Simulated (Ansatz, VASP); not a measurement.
# One calculation of LaTl3, two programs

```
La Tl
1.0
     4.79900    0.00000    0.00000
     0.00000    4.79900    0.00000
     0.00000    0.00000    4.89498
La Tl
1 3
Direct
  0.00000 0.00000 0.00000
  0.00000 0.50000 0.50000
  0.50000 0.00000 0.50000
  0.50000 0.50000 0.00000
```

Change from the starting cell: zz strain of +2 %.

Alike in both runs: task single point; functional PBEsol; k mesh 8 × 8 × 8; occupations fermi-dirac, width 0.05 eV; no spin polarisation.

```csv
,VASP,Ansatz
version,VASP 6.6.1,Ansatz 0.2.0
potentials or method,"VASP PAW PBE potentials, release 64 (La, Tl_d), cutoff 520 eV","all-electron LAPW, scalar-relativistic"
```

Ansatz gave:

| Property | Result |
| --- | --- |
| pressure (GPa) | -1.1 |
| traceless stress, the component that is largest in VASP (GPa) | -0.45 |

Q: Which values does VASP return?

A: Pressure (GPa): -1.2; traceless stress, the component that is largest in VASP (GPa): -0.45.

VASP's potentials were made for PBE, not for PBEsol. Ansatz ran all-electron here, and VASP with PAW potentials.

Spin-orbit coupling is off throughout.
